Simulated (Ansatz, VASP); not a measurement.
**MgS: VASP beside Ansatz**

The input INCAR:

```
  PREC = Accurate
  ENCUT = 520
  EDIFF = 1E-7
  ISMEAR = 0
  SIGMA = 0.05
  LREAL = False
  LASPH = True
  NELM = 60
  ALGO = Normal
  ISIF = 2
  LWAVE = False
  LCHARG = False
  GGA = PE
  NBANDS = 11
```

Contents of KPOINTS:

```
Automatic mesh
0
Gamma
  8 8 8
```

The input POSCAR:

```
MgS
1.0
    0.0000000000      2.4715675000      2.5366087500
    2.4715675000      0.0000000000      2.5366087500
    2.4715675000      2.4715675000      0.0000000000
Mg S
1 1
Direct
    0.0000000000      0.0000000000      0.0000000000
    0.5000000000      0.5000000000      0.5000000000
```

Input for Ansatz:

```yaml
crystal:
  lattice:
    - [0.0, 2.4715675, 2.53660875]
    - [2.4715675, 0.0, 2.53660875]
    - [2.4715675, 2.4715675, 0.0]
  atoms:
    - { symbol: Mg, position: [0.0, 0.0, 0.0] }
    - { symbol: S, position: [0.5, 0.5, 0.5] }
basis:
  ecutwfc: 420
kpoints:
  mp_grid: { grid: [8, 8, 8] }
hamiltonian:
  xc: pbe
scf:
  occupations: { method: gaussian, width: 0.05 }
output:
  forces: true
  stress: true
  eigenvalues: true
```

Change from the starting cell: strain -0.050 along x and y, -0.025 along z, atoms carried along.

Alike in both runs: task single point; functional PBE; k mesh 8 × 8 × 8; occupations gaussian, width 0.05 eV; no spin polarisation.

```csv
,VASP,Ansatz
version,VASP 6.6.1,Ansatz 0.2.0
potentials or method,"VASP PAW PBE potentials, release 64 (Mg, S), cutoff 520 eV","scalar-relativistic, plane waves, PAW"
valence electrons in the cell,8,16
```

```csv
,VASP,Ansatz,Ansatz less VASP
gap on the k mesh at the Fermi level (eV),2.92,2.93,+0.006
least direct gap on the mesh (eV),4.74,4.74,+0.006
pressure (GPa),14.0,14.3,+0.33
"traceless stress, the component that is largest in VASP (GPa)",-3.34,-3.34,+0.001
```

The functional is the same, so the differences come from potentials, cutoffs and numerics. VASP's potentials hold 8 valence electrons a cell and Ansatz's 16, so a difference there can come from the potentials and not from the codes.
